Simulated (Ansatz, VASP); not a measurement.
# AlAu2 in VASP and in Ansatz

File INCAR:

```
SYSTEM = AlAu2
  PREC = Accurate
  ENCUT = 520
  EDIFF = 1E-6
  ISMEAR = 0
  SIGMA = 0.15
  LREAL = .FALSE.
  LASPH = .TRUE.
  NELM = 80
  ALGO = Fast
  ISIF = 2
  LWAVE = .FALSE.
  LCHARG = .FALSE.
  GGA = CA
  NBANDS = 20
```

KPOINTS

```
Automatic mesh
0
G
  16 16 16
  0 0 0
```

File POSCAR:

```
AlAu2
1.0
   -1.7019000000      1.7019000000      3.9824500000
    1.7019000000     -1.7019000000      3.9824500000
    1.7019000000      1.7019000000     -3.9824500000
Al Au
1 2
Direct
    0.0000000000      0.0000000000      0.0000000000
    0.6570428093      0.6570428093      0.0000000000
    0.3429571907      0.3429571907      0.0000000000
```

Input for Ansatz:

```yaml
crystal:
  lattice:
    - [-1.7019, 1.7019, 3.98245]
    - [1.7019, -1.7019, 3.98245]
    - [1.7019, 1.7019, -3.98245]
  atoms:
    - { symbol: Al, position: [0.0, 0.0, 0.0] }
    - { symbol: Au, position: [0.6570428093, 0.6570428093, 0.0] }
    - { symbol: Au, position: [0.3429571907, 0.3429571907, 0.0] }
basis:
  ecutwfc: 420
kpoints:
  mp_grid: { grid: [16, 16, 16] }
hamiltonian:
  xc: lda
scf:
  occupations: { method: gaussian, width: 0.15 }
output:
  forces: true
  stress: true
  eigenvalues: true
```

Alike in both runs: task single point; functional LDA; k mesh 16 × 16 × 16; occupations gaussian, width 0.15 eV; no spin polarisation.

|  | VASP | Ansatz |
| --- | --- | --- |
| version | VASP 6.6.1 | Ansatz 0.2.0 |
| potentials or method | VASP PAW LDA potentials, release 64 (Al, Au), cutoff 520 eV | scalar-relativistic, plane waves, PAW |
| valence electrons in the cell | 25 | 41 |

Ansatz gave:

* gap on the k mesh at the Fermi level (eV): none
* pressure (GPa): 9.2
* traceless stress, the component that is largest in VASP (GPa): 12.85
* rms of the force components (eV/Å): 0.890

Problem. What did VASP give for the same quantities?

Solution. gap on the k mesh at the Fermi level (eV): none; pressure (GPa): 9.7; traceless stress, the component that is largest in VASP (GPa): 13.06; rms of the force components (eV/Å): 0.896.

LDA's correlation is that of Perdew and Zunger in VASP and of Perdew and Wang (1992) in Ansatz. Atom by atom the forces differ by 0.006 eV/Å (rms over components). A gap of «none» marks a metal or a gap that the smearing closes. VASP's potentials hold 25 valence electrons a cell and Ansatz's 41, so a difference there can come from the potentials and not from the codes.

Neither program's run includes spin-orbit coupling.
